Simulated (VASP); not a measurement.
# Co in VASP: single point with PBE

Aim: the single point of Co with PBE.

Program: VASP 6.6.1. These are calculated values, not measurements. Logs are shortened: lines on timing, memory, paths and dates and some standing lists are left out, and cuts for length are marked.

### 1 The cell of the first run

The cell holds a slab with vacuum, 5 atoms: a = 2.487 Å, b = 2.487 Å, c = 28.127 Å, α = 90.00°, β = 90.00°, γ = 120.00°.

### 2 Single point, PBE, collinear spin, ferromagnetic start

File INCAR:

```
SYSTEM = Co
ALGO     = Normal         ! electronic algorithm
DIPOL    = 0.5 0.5 0.497
EDIFF    = 1E-7           ! SCF threshold, eV
ENCUT    = 520            ! plane-wave cutoff, eV
GGA      = PE             ! functional
IDIPOL   = 3            
ISIF     = 2              ! what is computed and relaxed
ISMEAR   = 0              ! smearing method
ISPIN    = 2              ! spin polarisation
LASPH    = .True.         ! aspherical terms in the spheres
LCHARG   = .False.        ! write CHGCAR
LDIPOL   = .True.       
LMAXMIX  = 4              ! l up to which the mixer works
LORBIT   = 11             ! projections on sites
LREAL    = .False.        ! projectors in reciprocal space
LWAVE    = .False.        ! write WAVECAR
MAGMOM   = 3 3 3 3 3      ! initial moments
NBANDS   = 34             ! bands
NELM     = 150            ! most SCF steps
PREC     = Accurate       ! precision mode
SIGMA    = 0.1            ! smearing width, eV
```

File KPOINTS:

```
k-points
0
Gamma
  12 12 1
  0 0 0
```

File POSCAR:

```
Co
1.0
    2.4873648724      0.0000000029      0.0000000000
   -1.2436824387      2.1541211665      0.0000000000
    0.0000000000      0.0000000000     28.1265788679
Co
5
Direct
    0.6666666667      0.3333333333      0.3555355967
    0.3333333333      0.6666666667      0.4249186656
    0.6666666667      0.3333333333      0.4973115599
    0.3333333333      0.6666666667      0.5696186838
    0.6666666667      0.3333333333      0.6393779297
```

Potentials or basis: VASP PAW PBE potentials, release 64 (Co).

Launch:

```sh
$ cat potpaw_PBE.64/Co/POTCAR > POTCAR
$ mpirun -np 1 vasp_std > vasp.out
```

OUTCAR:

```text
SYSTEM = Co
   EDIFF = 1E-7
   ENCUT = 520
   GGA = PE
   ISIF = 2
   ISMEAR = 0
   ISPIN = 2
   LASPH = .True.
   LORBIT = 11
   LREAL = .False.
   NELM = 150
   PREC = Accurate

 ion  position               nearest neighbor table
   1  0.667  0.333  0.356-   2 2.42   2 2.42   2 2.42
   2  0.333  0.667  0.425-   1 2.42   1 2.42   1 2.42   3 2.49   3 2.49   3 2.49
   3  0.667  0.333  0.497-   4 2.49   4 2.49   4 2.49   2 2.49   2 2.49   2 2.49
   4  0.333  0.667  0.570-   5 2.43   5 2.43   5 2.43   3 2.49   3 2.49   3 2.49
   5  0.667  0.333  0.639-   4 2.43   4 2.43   4 2.43

  LATTYP: Found a hexagonal cell.
 ALAT       =     2.4873648724
 C/A-ratio  =    11.3077816528

  Lattice vectors:

 A1 = (   2.4873648724,   0.0000000029,   0.0000000000)
 A2 = (  -1.2436824387,   2.1541211665,   0.0000000000)
 A3 = (   0.0000000000,   0.0000000000,  28.1265788679)

Analysis of symmetry for initial positions (statically):
=====================================================================
 Subroutine PRICEL returns:
 Original cell was already a primitive cell.

 Routine SETGRP: Setting up the symmetry group for a
 hexagonal supercell.

 Subroutine GETGRP returns: Found  6 space group operations
 (whereof  6 operations were pure point group operations)
 out of a pool of 24 trial point group operations.

The static configuration has the point symmetry C_3v.

Analysis of symmetry for dynamics (positions and initial velocities):
=====================================================================
 Subroutine PRICEL returns:
 Original cell was already a primitive cell.

 Routine SETGRP: Setting up the symmetry group for a
 hexagonal supercell.

 Subroutine GETGRP returns: Found  6 space group operations
 (whereof  6 operations were pure point group operations)
 out of a pool of 24 trial point group operations.

The dynamic configuration has the point symmetry C_3v.

Analysis of structural, dynamic, and magnetic symmetry:
=====================================================================
 Subroutine PRICEL returns:
 Original cell was already a primitive cell.

 Routine SETGRP: Setting up the symmetry group for a
 hexagonal supercell.

 Subroutine GETGRP returns: Found  6 space group operations
 (whereof  6 operations were pure point group operations)
 out of a pool of 24 trial point group operations.

The overall configuration has the point symmetry C_3v.

 Subroutine INISYM returns: Found  6 space group operations
 (whereof  6 operations are pure point group operations),
 and found     1 'primitive' translations

----------------------------------------------------------------------------------------

                                     Primitive cell

  volume of cell :     150.7046

  direct lattice vectors                    reciprocal lattice vectors
     2.487364872  0.000000003  0.000000000     0.402031889  0.232113220  0.000000000
    -1.243682439  2.154121166  0.000000000    -0.000000001  0.464226439  0.000000000
     0.000000000  0.000000000 28.126578868     0.000000000  0.000000000  0.035553560

  length of vectors
     2.487364872  2.487364872 28.126578868     0.464226439  0.464226439  0.035553560

  position of ions in fractional coordinates (direct lattice)
     0.666666667  0.333333333  0.355535597
     0.333333333  0.666666667  0.424918666
     0.666666667  0.333333333  0.497311560
     0.333333333  0.666666667  0.569618684
     0.666666667  0.333333333  0.639377930

  ion indices of the primitive-cell ions
   primitive index   ion index
                 1           1
                 2           2
                 3           3
                 4           4
                 5           5

----------------------------------------------------------------------------------------

 KPOINTS: k-points

Automatic generation of k-mesh.
 Grid dimensions read from file:
[... 26 lines left out ...]
  0.333333  0.000000  0.000000      6.000000
  0.416667  0.000000  0.000000      6.000000
[... 11 lines left out ...]
  0.333333  0.250000  0.000000     12.000000
  0.333333  0.333333  0.000000      2.000000
   k-points           NKPTS =     19   k-points in BZ     NKDIM =     19   number of bands    NBANDS=     34
   number of dos      NEDOS =    301   number of ions     NIONS =      5
   total plane-waves  NPLWV =  68040
   dimension x,y,z NGX =    18 NGY =   18 NGZ =  210
   dimension x,y,z NGXF=    36 NGYF=   36 NGZF=  420
   ions per type =               5
   NGX,Y,Z   is equivalent  to a cutoff of  12.03, 12.03, 12.41 a.u.
   NGXF,Y,Z  is equivalent  to a cutoff of  24.06, 24.06, 24.82 a.u.
 SYSTEM =  Co
   PREC   = accura    normal or accurate (medium, high low for compatibility)
   ISTART =      0    job   : 0-new  1-cont  2-samecut
   ICHARG =      2    charge: 1-file 2-atom 10-const
   ISPIN  =      2    spin polarized calculation?
   LNONCOLLINEAR =      F non collinear calculations
   LSORBIT =      F    spin-orbit coupling
   LASPH  =      T    aspherical Exc in radial PAW
   ENCUT  =  520.0 eV  38.22 Ry    6.18 a.u.   4.62  4.62 52.30*2*pi/ulx,y,z
   NELM   =    150;   NELMIN=  2; NELMDL= -5     # of ELM steps
   EDIFF  = 0.1E-06   stopping-criterion for ELM
   LREAL  =      F    real-space projection
   EDIFFG = 0.1E-05   stopping-criterion for IOM
   NSW    =      0    number of steps for IOM
   IBRION =     -1    ionic relax: 0-MD 1-quasi-New 2-CG
   NFREE  =      0    steps in history (QN), initial steepest desc. (CG)
   ISIF   =      2    stress and relaxation
   ISYM   =      2    0-nonsym 1-usesym 2-fastsym
   POTIM  = 0.5000    time-step for ionic-motion
   TEBEG  =    0.0;   TEEND  =   0.0 temperature during run
   PSTRESS=    0.0 pullay stress
   NELECT =      45.0000    total number of electrons
   NUPDOWN=      -1.0000    fix difference up-down
   EMIN   =  10.00;   EMAX   =-10.00  energy-range for DOS
   EFERMI =   0.00;   METHOD = LEGACY
   ISMEAR =     0;   SIGMA  =   0.10  broadening in eV -4-tet -1-fermi 0-gaus
   EFERMI_NEDOS =   21; number of points for ismear=-14 and -15
   IALGO  =     38    algorithm
   IMIX   =      4    mixing-type and parameters
     AMIX     =   0.40;   BMIX     =  1.00
     AMIX_MAG =   1.60;   BMIX_MAG =  1.00
  volume/ion in A,a.u.               =      30.14       203.40
  Fermi-wavevector in a.u.,A,eV,Ry     =   1.094217  2.067770 16.290405  1.197311
  Thomas-Fermi vector in A             =   2.230518
   LORBIT       =     11    0 simple, 1 ext, 2 COOP (PROOUT), +10 PAW based schemes
   GGA     = PE    functional components
   LHFCALC =     F    Hartree Fock is set to
   AEXX    =    0.0000 exact exchange contribution
   IVDW    =     0    specifies the selected vdW correction
   LEPSILON=     F    determine dielectric tensor
   LRPA    =     F    only Hartree local field effects (RPA)
 spin polarized calculation
 Gauss-broadening in eV      SIGMA  =   0.10
  energy-cutoff  :      520.00
  volume of cell :      150.70
 maximum number of plane-waves:      4098
   NGX =  9   NGY =  9   NGZ =105

 number of electron      45.0000013 magnetization      10.0550710

 dipolmoment           0.000000      0.000000     -0.000046 electrons x Angstroem

 number of electron      45.0000013 magnetization       8.4619954

 dipolmoment           0.000000      0.000000      0.000243 electrons x Angstroem

 Free energy of the ion-electron system (eV)
  ---------------------------------------------------
  ext. energy  EPLUGINS =         0.00000000
  ---------------------------------------------------
  free energy    TOTEN  =       -33.75071301 eV

  energy without entropy =      -33.72277735  energy(sigma->0) =      -33.73674518

 E-fermi :   0.6398     XC(G=0):  -5.4969

 val. band max:        0.6368042747   @ k =   0.4167   0.1667   0.0000
 cond. band min:       0.6511037774   @ k =   0.2500   0.0000   0.0000
 fundamental gap:      0.0142995027
 Fermi energy:         0.6397583589

 spin component 1

 k-point     1 :       0.0000    0.0000    0.0000
  band No.  band energies     occupation
      1      -8.0219      1.00000
      2      -7.1567      1.00000
      3      -5.8158      1.00000
      4      -4.8292      1.00000
      5      -4.5759      1.00000
      6      -2.2643      1.00000
[... 692 lines left out ...]
     33       7.8239      0.00000
     34       9.5661      0.00000
 Fermi energy:         0.6397583589

 spin component 2

 k-point     1 :       0.0000    0.0000    0.0000
  band No.  band energies     occupation
      1      -7.9986      1.00000
      2      -7.1135      1.00000
      3      -5.6750      1.00000
      4      -4.3094      1.00000
      5      -3.6905      1.00000
      6      -0.7921      1.00000
[... 692 lines left out ...]
     33       8.5075      0.00000
     34      10.0987      0.00000

------------------------ aborting loop because EDIFF is reached ----------------------------------------

 vacuum level on the upper side and lower side of the slab       (xc-potential included)        -0.002        -0.010

  FORCE on cell =-STRESS in cart. coord.  units (eV):
  Direction    XX          YY          ZZ          XY          YZ          ZX
  --------------------------------------------------------------------------------------
  -------------------------------------------------------------------------------------
  Total       -0.8389420     -0.8389420     -0.1276921     -0.0000000      0.0000000      0.0000000
  in kB       -8.9189965     -8.9189965     -1.3575259     -0.0000000      0.0000000      0.0000000
  external PRESSURE =      -6.3985063 kB  Pullay stress =       0.0000000 kB

 VOLUME and BASIS-vectors are now :
 -----------------------------------------------------------------------------
  energy-cutoff  :      520.00
  volume of cell :      150.70
      direct lattice vectors                 reciprocal lattice vectors
     2.487364872  0.000000003  0.000000000     0.402031889  0.232113220  0.000000000
    -1.243682439  2.154121166  0.000000000    -0.000000001  0.464226439  0.000000000
     0.000000000  0.000000000 28.126578868     0.000000000  0.000000000  0.035553560

 POSITION                                       TOTAL-FORCE (eV/Angst)
 -----------------------------------------------------------------------------------
      1.24368      0.71804     10.00000         0.000000      0.000000     -0.030769
     -0.00000      1.43608     11.95151         0.000000     -0.000000      0.060124
      1.24368      0.71804     13.98767         0.000000      0.000000     -0.000957
     -0.00000      1.43608     16.02142        -0.000000      0.000000      0.005429
      1.24368      0.71804     17.98351        -0.000000     -0.000000     -0.033827
 -----------------------------------------------------------------------------------
    total drift:                               -0.000000      0.000000     -0.000070

  FREE ENERGIE OF THE ION-ELECTRON SYSTEM (eV)
  ---------------------------------------------------
  free  energy   TOTEN  =       -33.7507130131 eV

  energy  without entropy=      -33.7227773524  energy(sigma->0) =      -33.73674518

 vacuum level on the upper side and lower side of the slab         5.528         5.520

 total charge

# of ion       s       p       d       tot
------------------------------------------
    1        0.490   0.414   7.247   8.151
    2        0.493   0.535   7.270   8.298
    3        0.489   0.517   7.260   8.266
    4        0.492   0.533   7.269   8.294
    5        0.489   0.412   7.244   8.145
--------------------------------------------------
tot          2.453   2.411  36.291  41.154

 magnetization (x)

# of ion       s       p       d       tot
------------------------------------------
    1       -0.008  -0.032   1.783   1.743
    2       -0.014  -0.049   1.750   1.686
    3       -0.012  -0.048   1.724   1.664
    4       -0.014  -0.049   1.752   1.688
    5       -0.008  -0.032   1.785   1.745
--------------------------------------------------
tot         -0.057  -0.211   8.794   8.526
```

Wall time 6.1 min (1 thread of Intel Xeon 6975P-C (Granite Rapids), shared host); peak memory 0.37 GiB.

Results:

- Free energy: -33.7507 eV
- Largest force: 0.060 eV/Å
- Net moment: 8.46 μB per cell
- Site moments: Co +1.74, +1.69, +1.66, +1.75 μB
- Valence electrons inside the program's atomic spheres: Co 8.15, 8.30, 8.27, 8.29, 8.14

Forces on the atoms (eV/Å):
```
Co   0.000  0.000 -0.031
Co   0.000  0.000  0.060
Co   0.000  0.000 -0.001
Co   0.000  0.000  0.005
Co   0.000  0.000 -0.034
```

Levels at points of the mesh, in eV from the Fermi level:
Spin up:
| k point | band 24 | band 25 | band 26 | band 27 | band 28 | band 29 | band 30 | band 31 |
| --- | --- | --- | --- | --- | --- | --- | --- | --- |
| (0.00, 0.00, 0.00) | -1.14 | -1.14 | -0.94 | -0.94 | -0.89 | -0.89 | -0.56 | 0.17 |
| (0.50, 0.00, 0.00) | -0.52 | -0.51 | 1.05 | 1.13 | 1.76 | 2.71 | 3.18 | 6.71 |
Spin down:
```csv
k point,band 15,band 16,band 17,band 18,band 19,band 20,band 21,band 22
"(0.00, 0.00, 0.00)",-0.88,-0.75,-0.75,-0.63,-0.63,-0.18,0.04,0.04
"(0.50, 0.00, 0.00)",-0.38,0.05,0.61,0.65,0.75,1.17,1.23,1.26
```
